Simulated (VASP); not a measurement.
Input of a VASP 6.6.1 run:

The input INCAR:

```
SYSTEM = MgB15N15
ALGO = Normal
EDIFF = 1E-6
EDIFFG = -0.03
ENCUT = 520
GGA = PE
IBRION = 2
ISIF = 2
ISMEAR = 0
LASPH = .True.
LCHARG = .False.
LREAL = Auto
LWAVE = .False.
NELECT = 120.0
NELM = 100
NSW = 100
PREC = Accurate
SIGMA = 0.01
```

KPOINTS

```
Automatic mesh
0
Gamma
  1 1 1
  0.25 0.25 0.25
```

The input POSCAR:

```
MgB15N15
1.0
   -3.6241103800      3.6241103800     -3.6241103800
    3.6241103800      3.6241103800      3.6241103800
    3.6241103800     -3.6241103800     -3.6241103800
B Mg N
15 1 15
Direct
    0.0000000000      0.0000000000      0.0000000000
    0.0000000000      0.2500000000      0.7500000000
    0.0000000000      0.5000000000      0.5000000000
    0.0000000000      0.7500000000      0.2500000000
    0.2500000000      0.0000000000      0.7500000000
    0.2500000000      0.5000000000      0.2500000000
    0.2500000000      0.7500000000      0.0000000000
    0.5000000000      0.0000000000      0.5000000000
    0.5000000000      0.2500000000      0.2500000000
    0.5000000000      0.5000000000      0.0000000000
    0.5000000000      0.7500000000      0.7500000000
    0.7500000000      0.0000000000      0.2500000000
    0.7500000000      0.2500000000      0.0000000000
    0.7500000000      0.5000000000      0.7500000000
    0.7500000000      0.7500000000      0.5000000000
    0.2500000000      0.2500000000      0.5000000000
    0.0000000000      0.2500000000      0.0000000000
    0.0000000000      0.5000000000      0.7500000000
    0.0000000000      0.7500000000      0.5000000000
    0.2500000000      0.0000000000      0.0000000000
    0.2500000000      0.2500000000      0.7500000000
    0.2500000000      0.5000000000      0.5000000000
    0.2500000000      0.7500000000      0.2500000000
    0.5000000000      0.0000000000      0.7500000000
    0.5000000000      0.2500000000      0.5000000000
    0.5000000000      0.5000000000      0.2500000000
    0.5000000000      0.7500000000      0.0000000000
    0.7500000000      0.0000000000      0.5000000000
    0.7500000000      0.2500000000      0.2500000000
    0.7500000000      0.5000000000      0.0000000000
    0.7500000000      0.7500000000      0.7500000000
```

Potentials or basis: VASP PAW PBE potentials, release 64 (B, Mg, N).

Command:

```bash
$ cat potpaw_PBE.64/B/POTCAR potpaw_PBE.64/Mg/POTCAR potpaw_PBE.64/N/POTCAR > POTCAR
$ mpirun -np 1 vasp_std > vasp.out
```

(1) Predict the energy gained by relaxing.

Answers

(1) 274.6 meV/atom.

Caveat: the k points lie up to 1.23 Å⁻¹ apart, too coarse for converged energies, forces and pressures; the cell carries a net charge on a neutralising background, which shifts energy and pressure.
